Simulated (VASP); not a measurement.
A run of VASP 6.6.1 is set up as follows.

File POSCAR:

```
LiCl
1.0
    0.0000000000      2.5815131233      2.5815131233
    2.5815131233      0.0000000000      2.5815131233
    2.5815131233      2.5815131233      0.0000000000
Li Cl
1 1
Direct
    0.0000000000      0.0000000000      0.0000000000
    0.5000000000      0.5000000000      0.5000000000
```

INCAR.step1

```
SYSTEM = LiCl
  PREC = Accurate
  ENCUT = 520
  ISMEAR = 0
  SIGMA = 0.02
  LREAL = .FALSE.
  LASPH = .TRUE.
  NELM = 100
  NBANDS = 12
  GGA = PE
  ALGO = Normal
  EDIFF = 1E-4
  LWAVE = .TRUE.
  LCHARG = .FALSE.
```

INCAR.step2

```
SYSTEM = LiCl
  PREC = Accurate
  ENCUT = 520
  EDIFF = 1E-6
  ISMEAR = 0
  SIGMA = 0.02
  LREAL = .FALSE.
  LASPH = .TRUE.
  NELM = 100
  ALGO = Normal
  ISIF = 2
  LWAVE = .FALSE.
  LCHARG = .FALSE.
  METAGGA = R2SCAN
  LMIXTAU = .TRUE.
  NBANDS = 12
  ISTART = 1
```

Contents of KPOINTS:

```
Automatic mesh
0
G
  8 8 8
  0 0 0
```

Potentials or basis: VASP PAW PBE potentials, release 64 (Li_sv, Cl).

Launch:

```bash
$ cat potpaw_PBE.64/Li_sv/POTCAR potpaw_PBE.64/Cl/POTCAR > POTCAR
$ cp INCAR.step1 INCAR
$ mpirun -np 1 vasp_std > vasp.out
$ cp INCAR.step2 INCAR
$ mpirun -np 1 vasp_std > vasp.out
```

(1) Estimate the band gap on the k mesh.

Results:

(1) 7.17 eV, direct.
